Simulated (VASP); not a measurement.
Set up this calculation in VASP 6.6.1, as the native input.

| Quantity | Value |
| --- | --- |
| Task | single point |
| Functional | PBE |
| Potentials or basis | VASP PAW PBE potentials, release 64 (Zn, O) |
| Cutoff | 520 eV |
| k mesh | 2 × 2 × 2 |
| Occupations | gaussian, width 0.01 eV |
| Spin | no spin polarisation |
| Dipole correction | no |
| Further INCAR settings | LREAL = Auto; ALGO = Normal; EDIFF = 1e-06; NBANDS = 166 |

The structure of ZnO lies in POSCAR:

```
ZnO
1.0
    5.6084659216      5.6084659216      0.0000000000
    5.6084659216     -5.6084659216      0.0000000000
   -5.6084659216      0.0000000000     -6.5582403426
Zn O
16 16
Direct
    0.3066771469      0.1250000000      0.2500000000
    0.0566771469      0.8750000000      0.7500000000
    0.8066771469      0.6250000000      0.2500000000
    0.5566771469      0.3750000000      0.7500000000
    0.9433228531      0.1250000000      0.2500000000
    0.6933228531      0.8750000000      0.7500000000
    0.4433228531      0.6250000000      0.2500000000
    0.1933228531      0.3750000000      0.7500000000
    0.7500000000      0.4316771469      0.5000000000
    0.5000000000      0.1816771469      0.0000000000
    0.2500000000      0.9316771469      0.5000000000
    0.0000000000      0.6816771469      0.0000000000
    0.7500000000      0.0683228531      0.5000000000
    0.5000000000      0.8183228531      0.0000000000
    0.2500000000      0.5683228531      0.5000000000
    0.0000000000      0.3183228531      0.0000000000
    0.6250000000      0.4434281469      0.2500000000
    0.3750000000      0.1934281469      0.7500000000
    0.1250000000      0.9434281469      0.2500000000
    0.8750000000      0.6934281469      0.7500000000
    0.6250000000      0.8065718531      0.2500000000
    0.3750000000      0.5565718531      0.7500000000
    0.1250000000      0.3065718531      0.2500000000
    0.8750000000      0.0565718531      0.7500000000
    0.9315718531      0.2500000000      0.5000000000
    0.6815718531      0.0000000000      0.0000000000
    0.4315718531      0.7500000000      0.5000000000
    0.1815718531      0.5000000000      0.0000000000
    0.5684281469      0.2500000000      0.5000000000
    0.3184281469      0.0000000000      0.0000000000
    0.0684281469      0.7500000000      0.5000000000
    0.8184281469      0.5000000000      0.0000000000
```

The input as run:

INCAR

```
SYSTEM = ZnO
PREC = Accurate
ENCUT = 520
EDIFF = 1E-6
ISMEAR = 0
SIGMA = 0.01
LREAL = Auto
LASPH = .True.
NELM = 80
ALGO = Normal
ISIF = 2
LWAVE = .False.
LCHARG = .False.
GGA = PE
NBANDS = 166
```

KPOINTS

```
Automatic mesh
0
Gamma
  2 2 2
  0 0 0
```

Potentials or basis: VASP PAW PBE potentials, release 64 (Zn, O).

Command:

```console
$ cat potpaw_PBE.64/Zn/POTCAR potpaw_PBE.64/O/POTCAR > POTCAR
$ mpirun -np 1 vasp_std > vasp.out
```

It gave:

| Quantity | Value |
| --- | --- |
| Pressure | 0.9 GPa |
| Largest force | 0.006 eV/Å |
| Band gap on the k mesh | 0.74 eV |

Caveat: the k points lie up to 0.48 Å⁻¹ apart.

Run time: 19 min on 1 thread of Oxide Virtual Turin-like Processor (shared host), peak memory 0.56 GiB.
